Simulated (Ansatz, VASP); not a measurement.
## Two plane-wave programs on BeCu2GeSe4

```
CELL_PARAMETERS angstrom
-2.72022 2.72022 5.29835
2.72022 -2.72022 5.29835
2.72022 2.72022 -5.29835
ATOMIC_POSITIONS crystal
Cu 0.00000 0.00000 0.00000
Cu 0.75000 0.25000 0.50000
Be 0.25000 0.75000 0.50000
Ge 0.50000 0.50000 0.00000
Se 0.12796 0.63169 0.02515
Se 0.36831 0.39346 0.49627
Se 0.60654 0.10281 0.97485
Se 0.89719 0.87204 0.50373
```

Alike in both runs: task single point; functional PBE; k mesh 6 × 6 × 6; no spin polarisation.

|  | VASP | Ansatz |
| --- | --- | --- |
| version | VASP 6.6.1 | Ansatz 0.2.0 |
| potentials or method | VASP PAW PBE potentials, release 64 (Cu, Be, Ge_d, Se) | plane waves, PAW |
| plane-wave cutoff (eV) | 520 | 420 |
| occupations | gaussian, width 0.01 eV | fixed |
| valence electrons in the cell | 62 | 118 |

VASP gave:

| Quantity | Value |
| --- | --- |
| gap on the k mesh at the Fermi level (eV) | 0.44 |
| pressure (GPa) | 4.8 |
| traceless stress, the component that is largest in VASP (GPa) | -0.09 |
| rms of the force components (eV/Å) | 0.032 |

Question: What did Ansatz give for the same quantities?

Answer: gap on the k mesh at the Fermi level (eV): 0.42; pressure (GPa): 4.6; traceless stress, the component that is largest in VASP (GPa): -0.06; rms of the force components (eV/Å): 0.034.

Atom by atom the forces differ by 0.008 eV/Å (rms over components). VASP's potentials hold 62 valence electrons a cell and Ansatz's 118, so a difference there can come from the potentials and not from the codes.
